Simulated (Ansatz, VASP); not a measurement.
## One calculation of BiTe, two programs

The input INCAR:

```
PREC     = Accurate       # precision mode
ENCUT    = 520            # plane-wave cutoff, eV
EDIFF    = 1E-6           # SCF threshold, eV
ISMEAR   = -1             # smearing method
SIGMA    = 0.08           # smearing width, eV
LREAL    = F              # projectors in reciprocal space
LASPH    = T              # aspherical terms in the spheres
NELM     = 100            # most SCF steps
ALGO     = Normal         # electronic algorithm
ISIF     = 2              # what is computed and relaxed
LWAVE    = F              # write WAVECAR
LCHARG   = F              # write CHGCAR
GGA      = PS             # functional
NBANDS   = 18             # bands
```

Contents of KPOINTS:

```
Automatic mesh
0
Gamma
  10 10 10
```

The input POSCAR:

```
BiTe
1.0
    0.0000000000      3.2350000000      3.2350000000
    3.2350000000      0.0000000000      3.2350000000
    3.2350000000      3.2350000000      0.0000000000
Bi Te
1 1
Direct
    0.0000000000      0.0000000000      0.0000000000
    0.5000000000      0.5000000000      0.5000000000
```

Input for Ansatz:

```yaml
crystal:
  lattice:
    - [0.0, 3.235, 3.235]
    - [3.235, 0.0, 3.235]
    - [3.235, 3.235, 0.0]
  atoms:
    - { symbol: Bi, position: [0.0, 0.0, 0.0] }
    - { symbol: Te, position: [0.5, 0.5, 0.5] }
kpoints:
  mp_grid: { grid: [10, 10, 10] }
  band_path:
    path:
      - [0.0, 0.0, 0.0]
      - [0.5, 0.0, 0.5]
      - [0.625, 0.25, 0.625]
      - [0.375, 0.375, 0.75]
      - [0.0, 0.0, 0.0]
      - [0.5, 0.5, 0.5]
      - [0.5, 0.25, 0.75]
      - [0.5, 0.0, 0.5]
    npoints: 5
scf:
  occupations: { method: fermi_dirac, width: 0.08 }
hamiltonian:
  xc: pbesol
  pseudopotentials: { kind: all_electron, lapw: { basis_error: 0.0005 } }
output:
  forces: true
  stress: true
  eigenvalues: true
```

Alike in both runs: task single point; functional PBEsol; k mesh 10 × 10 × 10; occupations fermi-dirac, width 0.08 eV; no spin polarisation.

```csv
,VASP,Ansatz
version,VASP 6.6.1,Ansatz 0.2.0
potentials or method,"VASP PAW PBE potentials, release 64 (Bi_d, Te), cutoff 520 eV","all-electron LAPW, scalar-relativistic"
```

|  | VASP | Ansatz | Ansatz less VASP |
| --- | --- | --- | --- |
| pressure (GPa) | -1.7 | -1.7 | +0.04 |

VASP's potentials were made for PBE, not for PBEsol. Ansatz ran all-electron here, and VASP with PAW potentials.

Spin-orbit coupling is off throughout.
